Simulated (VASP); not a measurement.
Write the native input for VASP 6.6.1 that does the following.

- Task: single point
- Functional: PBE
- Potentials or basis: VASP PAW PBE potentials, release 64 (Mg, O)
- Cutoff: 520 eV
- k mesh: 4 × 4 × 4
- Occupations: gaussian, width 0.1 eV
- Spin: no spin polarisation
- Dipole correction: no
- Further INCAR settings: ALGO = Normal; EDIFF = 1e-06; NBANDS = 19

The structure of Mg2O lies in POSCAR:

```
Mg2O
1.0
    5.2122651561      0.0000000000      0.0000000000
    0.0000000000      5.2122651561      0.0000000000
    0.0000000000      0.0000000000      3.1568590149
Mg O
4 2
Direct
    0.2074765518      0.2074765518      0.3324885969
    0.7925234482      0.7925234482      0.3324885969
    0.7074765518      0.2925234482      0.8324885969
    0.2925234482      0.7074765518      0.8324885969
    0.5000000000      0.5000000000      0.3313365930
    0.0000000000      0.0000000000      0.8313365930
```

One way to write it, as run:

INCAR

```
ALGO = Normal ; EDIFF = 1E-6
ENCUT = 520 ; GGA = PE
ISIF = 2 ; ISMEAR = 0
LASPH = True ; LCHARG = False
LREAL = False ; LWAVE = False
NBANDS = 19 ; NELM = 80
PREC = Accurate ; SIGMA = 0.1
```

KPOINTS

```
k-points
0
Gamma
  4 4 4
```

Potentials or basis: VASP PAW PBE potentials, release 64 (Mg, O).

Command:

```console
$ cat potpaw_PBE.64/Mg/POTCAR potpaw_PBE.64/O/POTCAR > POTCAR
$ mpirun -np 1 vasp_std > vasp.out
```

Results of the run:

```json
{
 "Pressure": "-0.2 GPa",
 "Largest force": "0.010 eV/Å",
 "Band gap on the k mesh": "zero (band 10 reaches 4.72 eV, above the bottom of band 11 at 3.86 eV)"
}
```

Caveat: the k points lie up to 0.50 Å⁻¹ apart.

It took 18 s on 1 thread of Intel(R) Xeon(R) Platinum 8488C (Sapphire Rapids) (shared host), peak memory 0.19 GiB.
